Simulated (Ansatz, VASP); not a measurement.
# One calculation of GaN, two programs

```xyz
2
Lattice="0.0000 2.2075 2.2075 2.2075 0.0000 2.2075 2.2075 2.2075 0.0000" Properties=species:S:1:pos:R:3 pbc="T T T"
Ga    0.0000    0.0000    0.0000
N     1.1037    1.1037    1.1037
```

Alike in both runs: task single point; functional r2SCAN; dispersion rVV10; k mesh 10 × 10 × 10; occupations fermi-dirac, width 0.05 eV; no spin polarisation.

|  | VASP | Ansatz |
| --- | --- | --- |
| version | VASP 6.6.1 | Ansatz 0.2.0 |
| potentials or method | VASP PAW PBE potentials, release 64 (Ga_d, N) | Ansatz PAW |
| plane-wave cutoff (eV) | 520 | 500 |
| valence electrons in the cell | 18 | 18 |

Ansatz gave:

* gap on the k mesh at the Fermi level (eV): 2.51
* least direct gap on the mesh (eV): 2.51
* pressure (GPa): 11.0

Which values does VASP return?

gap on the k mesh at the Fermi level (eV): 2.50; least direct gap on the mesh (eV): 2.50; pressure (GPa): 12.4.

VASP's potentials were made for PBE, not for r2SCAN.
